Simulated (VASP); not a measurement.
Write the native input for VASP 6.6.1 that does the following.

```yaml
Task: single point
Functional: PBE
Potentials_or_basis: VASP PAW PBE potentials, release 64 (Sr_sv, V_sv, O)
Cutoff: 520 eV
k_mesh: 6 × 6 × 6
Occupations: gaussian, width 0.02 eV
Spin: collinear spin, ferromagnetic start
Starting_moments: "[0.0, 2.0, 0.0, 0.0, 0.0] μB"
Hubbard_terms: V d U = 3.25 eV
Dipole_correction: no
Further_INCAR_settings: ALGO = Normal; EDIFF = 1e-06; NBANDS = 32
```

The structure of SrVO3 lies in POSCAR:

```
SrVO3
1.0
    3.8400000000      0.0000000000      0.0000000000
    0.0000000000      3.8400000000      0.0000000000
    0.0000000000      0.0000000000      3.8400000000
Sr V O
1 1 3
Direct
    0.5000000000      0.5000000000      0.5000000000
    0.0000000000      0.0000000000      0.0000000000
    0.5000000000      0.0000000000      0.0000000000
    0.0000000000      0.5000000000      0.0000000000
    0.0000000000      0.0000000000      0.5000000000
```

These files were run (other wordings do the same):

INCAR

```
SYSTEM = SrVO3
ALGO = Normal ; EDIFF = 1E-6
ENCUT = 520 ; GGA = PE
ISIF = 2 ; ISMEAR = 0
ISPIN = 2 ; LASPH = .True.
LCHARG = .False. ; LDAU = .True.
LDAUJ = 0 0 0 ; LDAUL = -1 2 -1
LDAUPRINT = 1 ; LDAUTYPE = 2
LDAUU = 0 3.25 0 ; LMAXMIX = 4
LORBIT = 11 ; LREAL = .False.
LWAVE = .False. ; MAGMOM = 0 2 0 0 0
NBANDS = 32 ; NELM = 150
PREC = Accurate ; SIGMA = 0.02
```

KPOINTS

```
k-points
0
Gamma
  6 6 6
  0 0 0
```

Potentials or basis: VASP PAW PBE potentials, release 64 (Sr_sv, V_sv, O).

Command:

```console
$ cat potpaw_PBE.64/Sr_sv/POTCAR potpaw_PBE.64/V_sv/POTCAR potpaw_PBE.64/O/POTCAR > POTCAR
$ mpirun -np 1 vasp_std > vasp.out
```

It gave:

```json
{
  "Pressure": "8.5 GPa",
  "Band gap on the k mesh": "zero (filled and empty bands overlap)",
  "Net moment": "1.00 μB per cell",
  "Site moments": "Sr -0.00; V +1.10; O -0.05 μB",
  "Valence electrons inside the program's atomic spheres": "Sr 8.03; V 11.51; O 5.06"
}
```

Caveat: the cell stands under pressure.

Run time: 2.3 min on 1 thread of Intel Xeon 8259CL, with other jobs on the host, peak memory 0.22 GiB.
